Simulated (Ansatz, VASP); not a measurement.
## Ti in VASP and in Ansatz

```xyz
1
Lattice="0.0000 1.9886 1.9886 1.9886 0.0000 1.9886 1.9886 1.9886 0.0000" Properties=species:S:1:pos:R:3 pbc="T T T"
Ti    0.0000    0.0000    0.0000
```

Alike in both runs: task single point; functional r2SCAN; k mesh 11 × 11 × 11; occupations fermi-dirac, width 0.05 eV; no spin polarisation.

```csv
,VASP,Ansatz
version,VASP 6.6.1,Ansatz 0.2.0
potentials or method,"VASP PAW PBE potentials, release 64 (Ti_sv)",Ansatz PAW
plane-wave cutoff (eV),520,500
valence electrons in the cell,12,12
```

|  | VASP | Ansatz | Ansatz less VASP |
| --- | --- | --- | --- |
| gap on the k mesh at the Fermi level (eV) | none | none | - |
| pressure (GPa) | 13.1 | 12.6 | -0.52 |

VASP's potentials were made for PBE, not for r2SCAN. A gap of «none» marks a metal or a gap that the smearing closes.
